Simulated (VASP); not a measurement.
Ni: single point with LDA

The system is Ni.

```xyz
1
Lattice="0.0000 1.7011 1.7011 1.7011 0.0000 1.7011 1.7011 1.7011 0.0000" Properties=species:S:1:pos:R:3 pbc="T T T"
Ni    0.0000    0.0000    0.0000
```

* Program: VASP 6.6.1
* Task: single point
* Functional: LDA
* Potentials or basis: VASP PAW LDA potentials, release 64 (Ni_sv_GW)
* Cutoff: 690 eV
* k mesh: 22 × 22 × 22
* Occupations: gaussian, width 0.05 eV
* Spin: collinear spin, ferromagnetic start
* Starting moments: [0.74] μB

| Property | Result |
| --- | --- |
| Pressure | 4.3 GPa |
| Net moment | 0.58 μB per cell |
| Site moments | Ni +0.60 μB |
| Valence electrons inside the program's atomic spheres | Ni 16.45 |

Levels at points of the mesh, in eV from the Fermi level:
Spin up:
| k point | band 7 | band 8 | band 9 | band 10 | band 11 | band 12 |
| --- | --- | --- | --- | --- | --- | --- |
| (0.00, 0.00, 0.00) | -2.65 | -2.65 | -1.30 | -1.30 | 24.33 | 28.98 |
| (0.50, 0.00, 0.00) | -2.66 | -0.53 | -0.49 | -0.49 | 6.42 | 22.85 |
| (0.50, 0.50, 0.00) | -0.46 | -0.30 | -0.30 | 2.43 | 10.15 | 15.62 |
Spin down:
| k point | band 6 | band 7 | band 8 | band 9 | band 10 | band 11 | band 12 | band 13 |
| --- | --- | --- | --- | --- | --- | --- | --- | --- |
| (0.00, 0.00, 0.00) | -2.05 | -2.05 | -2.05 | -0.75 | -0.75 | 24.32 | 29.02 | 29.02 |
| (0.50, 0.00, 0.00) | -2.13 | -2.13 | -0.50 | 0.15 | 0.15 | 6.80 | 22.83 | 26.32 |
| (0.50, 0.50, 0.00) | -4.25 | 0.12 | 0.39 | 0.39 | 2.48 | 10.43 | 15.69 | 15.69 |

It took 88 s on 1 thread of Intel(R) Xeon(R) Platinum 8559C (Emerald Rapids), with other jobs on the host, peak memory 0.28 GiB.

Caveat: the cell stands under pressure.
